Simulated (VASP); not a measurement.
**BN: single point with r2SCAN**

Crystal: BN.

```
B N
1.0
     0.00000    1.80483    1.80483
     1.80483    0.00000    1.80483
     1.80483    1.80483    0.00000
B N
1 1
Direct
  0.00000 0.00000 0.00000
  0.25000 0.25000 0.25000
```

```json
{"Program": "VASP 6.6.1", "Task": "single point", "Functional": "r2SCAN", "Potentials or basis": "VASP PAW PBE potentials, release 64 (B, N)", "Cutoff": "520 eV", "k mesh": "10 × 10 × 10", "Occupations": "fermi-dirac, width 0.02 eV", "Spin": "no spin polarisation", "Dipole correction": "no", "Further INCAR settings": "ALGO = Normal; EDIFF = 1e-07; NBANDS = 11"}
```

| Quantity | Value |
| --- | --- |
| Pressure | 1.1 GPa |
| Band gap on the k mesh | 4.98 eV, indirect (least direct gap 9.55 eV) |

Levels at points of the mesh, in eV from the valence-band top:
```tsv
k point	band 1	band 2	band 3	band 4	band 5	band 6	band 7	band 8
(0.00, 0.00, 0.00)	-21.34	0.00	0.00	0.00	9.55	9.55	9.55	11.14
(0.50, 0.00, 0.00)	-17.03	-11.12	-2.02	-2.02	10.85	11.49	11.49	16.45
(0.50, 0.50, 0.00)	-15.60	-9.35	-5.12	-5.12	4.98	9.84	19.33	19.33
```

It took 31 s on 1 thread of AMD EPYC 7R43 64-Core Processor (Zen 3), with other jobs on the host, peak memory 0.09 GiB.

Caveat: the PAW data sets were made with another functional, which shifts forces and pressure a little. r2SCAN opens gaps a little over a GGA but as a rule still falls short of measured ones.
